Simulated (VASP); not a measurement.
# Cs (P6_3/mmc) in VASP: further runs, part 2 of 2

VASP 6.6.1. The steps go on from the part before.

## 3. Electric field gradients, PBE (121.52 Å³/atom)

This run uses another cell than the first one, of 121.52 Å³/atom.

INCAR

```
SYSTEM = Cs
  ALGO = Normal
  EDIFF = 1E-8
  ENCUT = 520
  GGA = PE
  ISIF = 2
  ISMEAR = -1
  LASPH = .TRUE.
  LCHARG = .FALSE.
  LEFG = .TRUE.
  LREAL = .FALSE.
  LWAVE = .FALSE.
  NBANDS = 16
  NELM = 60
  PREC = Accurate
  SIGMA = 0.05
```

KPOINTS

```
k-points
0
G
  12 12 6
  0 0 0
```

POSCAR

```
Cs
1.0
    5.5763321968      0.0000000000      0.0000000000
   -2.7881660984      4.8292453424      0.0000000000
    0.0000000000      0.0000000000      9.0252343410
Cs
2
Direct
    0.3333333333      0.6666666667      0.2500000000
    0.6666666667      0.3333333333      0.7500000000
```

Potentials or basis: VASP PAW PBE potentials, release 64 (Cs_sv).

Started as:

```bash
> cat potpaw_PBE.64/Cs_sv/POTCAR > POTCAR
> mpirun -np 1 vasp_std > vasp.out
```

OUTCAR:

```text
SYSTEM = Cs
   EDIFF = 1E-8
   ENCUT = 520
   GGA = PE
   ISIF = 2
   ISMEAR = -1
   LASPH = .TRUE.
   LREAL = .FALSE.
   NELM = 60
   PREC = Accurate

 ion  position               nearest neighbor table
   1  0.333  0.667  0.250-
   2  0.667  0.333  0.750-

  LATTYP: Found a hexagonal cell.
 ALAT       =     5.5763321968
 C/A-ratio  =     1.6184893623

  Lattice vectors:

 A1 = (   5.5763321968,   0.0000000000,   0.0000000000)
 A2 = (  -2.7881660984,   4.8292453424,   0.0000000000)
 A3 = (   0.0000000000,   0.0000000000,   9.0252343410)

Analysis of symmetry for initial positions (statically):
=====================================================================
 Subroutine PRICEL returns:
 Original cell was already a primitive cell.

 Routine SETGRP: Setting up the symmetry group for a
 hexagonal supercell.

 Subroutine GETGRP returns: Found 24 space group operations
 (whereof 12 operations were pure point group operations)
 out of a pool of 24 trial point group operations.

The static configuration has the point symmetry D_3d.
 The point group associated with its full space group is D_6h.

Analysis of symmetry for dynamics (positions and initial velocities):
=====================================================================
 Subroutine PRICEL returns:
 Original cell was already a primitive cell.

 Routine SETGRP: Setting up the symmetry group for a
 hexagonal supercell.

 Subroutine GETGRP returns: Found 24 space group operations
 (whereof 12 operations were pure point group operations)
[... 160 lines left out ...]
      1     -23.5635      2.00000
      2     -23.5587      2.00000
      3     -10.4285      2.00000
      4     -10.3324      2.00000
      5     -10.3324      2.00000
      6     -10.3161      2.00000
[... 433 lines left out ...]
      3     -10.4058      2.00000
      4     -10.3854      2.00000
      5     -10.3770      2.00000
      6     -10.3498      2.00000
[... 8 lines left out ...]
     15       2.7501      0.00000
     16       3.4282      0.00000

 [... further k-points ...]

------------------------ aborting loop because EDIFF is reached ----------------------------------------

  FORCE on cell =-STRESS in cart. coord.  units (eV):
  Direction    XX          YY          ZZ          XY          YZ          ZX
  --------------------------------------------------------------------------------------
  -------------------------------------------------------------------------------------
  Total       -0.1061834     -0.1061834     -0.0994104     -0.0000000     -0.0000000      0.0000000
  in kB       -0.6999720     -0.6999720     -0.6553239     -0.0000000     -0.0000000      0.0000000
  external PRESSURE =      -0.6850893 kB  Pullay stress =       0.0000000 kB

 VOLUME and BASIS-vectors are now :
 -----------------------------------------------------------------------------
  energy-cutoff  :      520.00
  volume of cell :      243.04
      direct lattice vectors                 reciprocal lattice vectors
     5.576332197  0.000000000  0.000000000     0.179329345  0.103535846  0.000000000
    -2.788166098  4.829245342  0.000000000     0.000000000  0.207071691  0.000000000
     0.000000000  0.000000000  9.025234341     0.000000000  0.000000000  0.110800447

 POSITION                                       TOTAL-FORCE (eV/Angst)
 -----------------------------------------------------------------------------------
     -0.00000      3.21950      2.25631         0.000000      0.000000      0.000000
      2.78817      1.60975      6.76893        -0.000000     -0.000000      0.000000
 -----------------------------------------------------------------------------------
    total drift:                               -0.000000      0.000000     -0.000000

  FREE ENERGIE OF THE ION-ELECTRON SYSTEM (eV)
  ---------------------------------------------------
  free  energy   TOTEN  =        -1.7119355915 eV

  energy  without entropy=       -1.6908465721  energy(sigma->0) =       -1.70139108

 Electric field gradients (V/A^2)
---------------------------------------------------------------------
 ion       V_xx      V_yy      V_zz      V_xy      V_xz      V_yz
---------------------------------------------------------------------
   1      -0.226    -0.226     0.452    -0.000     0.000    -0.000
   2      -0.226    -0.226     0.452    -0.000    -0.000     0.000
---------------------------------------------------------------------

 Electric field gradients after diagonalization (V/A^2)
 (convention: |V_zz| > |V_xx| > |V_yy|)
----------------------------------------------------------------------
 ion       V_xx      V_yy      V_zz     asymmetry (V_yy - V_xx)/ V_zz
----------------------------------------------------------------------
   1      -0.226    -0.226     0.452       0.000
   2      -0.226    -0.226     0.452       0.000
----------------------------------------------------------------------

           NMR quadrupolar parameters

 Cq : quadrupolar parameter    Cq=e*Q*V_zz/h
 eta: asymmetry parameters     (V_yy - V_xx)/ V_zz
 Q  : nuclear electric quadrupole moment in mb (millibarn)
----------------------------------------------------------------------
 ion       Cq(MHz)       eta       Q (mb)
----------------------------------------------------------------------
   1       0.001       0.000       1.000
   2       0.001       0.000       1.000
----------------------------------------------------------------------
```

OSZICAR:

```text
N       E                     dE             d eps       ncg     rms          rms(c)
DAV:   1     0.137660834695E+03    0.13766E+03   -0.58951E+03  2432   0.805E+02
DAV:   2     0.165748036822E+02   -0.12109E+03   -0.11586E+03  3880   0.151E+02
DAV:   3    -0.129532549350E+01   -0.17870E+02   -0.17800E+02  3104   0.618E+01
DAV:   4    -0.170502610050E+01   -0.40970E+00   -0.40961E+00  3320   0.108E+01
DAV:   5    -0.170812750874E+01   -0.31014E-02   -0.31014E-02  3384   0.959E-01    0.178E-01
DAV:   6    -0.170958534855E+01   -0.14578E-02   -0.28267E-03  3312   0.250E-01    0.124E-01
DAV:   7    -0.171167193047E+01   -0.20866E-02   -0.52611E-03  2824   0.338E-01    0.491E-02
DAV:   8    -0.171193206706E+01   -0.26014E-03   -0.32501E-04  3184   0.857E-02    0.109E-02
DAV:   9    -0.171193568356E+01   -0.36165E-05   -0.20975E-05  3416   0.210E-02    0.422E-03
DAV:  10    -0.171193564959E+01    0.33968E-07   -0.20925E-06  3192   0.486E-03    0.960E-04
DAV:  11    -0.171193538053E+01    0.26906E-06   -0.15275E-07  3432   0.181E-03    0.452E-04
DAV:  12    -0.171193561244E+01   -0.23190E-06   -0.30298E-08  2464   0.650E-04    0.799E-05
DAV:  13    -0.171193559578E+01    0.16654E-07   -0.70133E-10  2096   0.166E-04    0.415E-05
DAV:  14    -0.171193558464E+01    0.11147E-07   -0.38190E-10  1936   0.998E-05    0.162E-05
DAV:  15    -0.171193559533E+01   -0.10689E-07   -0.13453E-10  1792   0.572E-05    0.170E-05
DAV:  16    -0.171193559150E+01    0.38224E-08   -0.35092E-11  1808   0.330E-05
   1 F= -.17119356E+01 E0= -.17013911E+01  d E =-.210890E-01
```

Run time: 11 min. Hardware: 1 thread of Intel Xeon 8259CL, shared host; peak memory 0.48 GiB.

What came out:

```yaml
Free_energy: -1.7119 eV
Pressure: -0.1 GPa
Band_gap_on_the_k_mesh: zero (bands 9 and 10 overlap by 1.82 eV)
Largest_electric_field_gradient_by_atom: Cs +0.5 V/Å²
```

Levels at points of the mesh, in eV from the Fermi level:
```
           k point  band 6  band 7  band 8  band 9  band 10  band 11  band 12  band 13
(0.00, 0.00, 0.00)  -10.63  -10.63  -10.63   -1.62     0.00     0.74     2.35     2.35
(0.50, 0.00, 0.00)  -10.67  -10.66  -10.64   -0.02     0.32     0.82     0.98     1.62
(0.00, 0.00, 0.50)  -10.64  -10.64  -10.64   -1.03    -1.03     1.65     1.65     2.36
(0.50, 0.00, 0.50)  -10.66  -10.66  -10.66    0.19     0.19     0.87     0.87     1.68
```

Electric field gradients, principal values (V/Å²):
```
atom   least  middle  greatest (by size)
1 Cs  -0.226  -0.226               0.452
2 Cs  -0.226  -0.226               0.452
```

Caveat: without QUAD_EFG the Cq values of the log hold for a quadrupole moment of 1 mb, not for the nuclei; spin-orbit coupling is left out, which moves the levels of the heavy elements.
